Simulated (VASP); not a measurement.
SnSe: single point with PBE+D3(BJ)

Crystal: SnSe.

```
Sn Se
1.0
     0.00000    2.92776    2.92776
     2.92776    0.00000    2.92776
     2.92776    2.92776    0.00000
Sn Se
1 1
Direct
  0.00000 0.00000 0.00000
  0.50000 0.50000 0.50000
```

This cell differs from its parent crystal: volume scaled by 0.94.

| Quantity | Value |
| --- | --- |
| Program | VASP 6.6.1 |
| Task | single point |
| Functional | PBE |
| Dispersion | D3(BJ) |
| Potentials or basis | VASP PAW PBE potentials, release 64 (Sn_d, Se) |
| Cutoff | 520 eV |
| k mesh | 10 × 10 × 10 |
| Occupations | gaussian, width 0.02 eV |
| Spin | no spin polarisation |
| Dipole correction | no |
| Further INCAR settings | ALGO = Normal; EDIFF = 1e-07; NBANDS = 17 |

| Property | Result |
| --- | --- |
| Pressure | 3.8 GPa |
| Band gap on the k mesh | 0.43 eV, indirect (least direct gap 0.58 eV) |
| Dispersion energy per atom | -0.385 eV |

Levels at points of the mesh, in eV from the valence-band top:
```tsv
k point	band 6	band 7	band 8	band 9	band 10	band 11	band 12	band 13	band 14	band 15
(0.00, 0.00, 0.00)	-14.55	-4.87	-2.52	-2.52	-2.52	4.55	4.55	4.55	5.67	5.67
(0.50, 0.00, 0.00)	-13.43	-8.59	-2.26	-2.26	-0.15	0.82	1.10	1.10	8.39	10.21
(0.50, 0.50, 0.00)	-13.06	-6.16	-6.12	-4.13	-4.13	2.64	5.74	5.74	6.43	10.62
```

Wall time 15 s on 1 thread of Intel(R) Xeon(R) 6975P-C (Granite Rapids) (shared host), peak memory 0.2 GiB.

Caveat: spin-orbit coupling is left out, which moves the levels of the heavy elements. A k mesh can miss the band edges.
